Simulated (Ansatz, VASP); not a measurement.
**Two plane-wave programs on MoS2**

```
Mo S
1.0
     1.56712    0.90477    5.95499
    -1.56712    0.90477    5.95499
     0.00000   -1.80955    5.95499
Mo S
1 2
Cartesian
  0.0000 0.0000 0.0000
  0.0000 0.0000 13.5125
  0.0000 0.0000 4.3524
```

Alike in both runs: functional PBE; dispersion D3(BJ); k mesh 15 × 15 × 15; occupations gaussian, width 0.1 eV; no spin polarisation.

Ansatz relaxed the structure, and its values are those at the end. VASP's run is a single point on that final structure, the one shown.

```csv
,VASP,Ansatz
version,VASP 6.6.1,Ansatz 0.2.0
potentials or method,"VASP PAW PBE potentials, release 64 (Mo_sv, S), cutoff 520 eV","scalar-relativistic, plane waves, PAW"
valence electrons in the cell,26,26
```

```tsv
	VASP	Ansatz	Ansatz less VASP
gap on the k mesh at the Fermi level (eV)	none	none	-
pressure (GPa)	-0.1	0.0	+0.11
rms of the force components (eV/Å)	0.004	0.002	-0.0025
```

A gap of «none» marks a metal or a gap that the smearing closes.
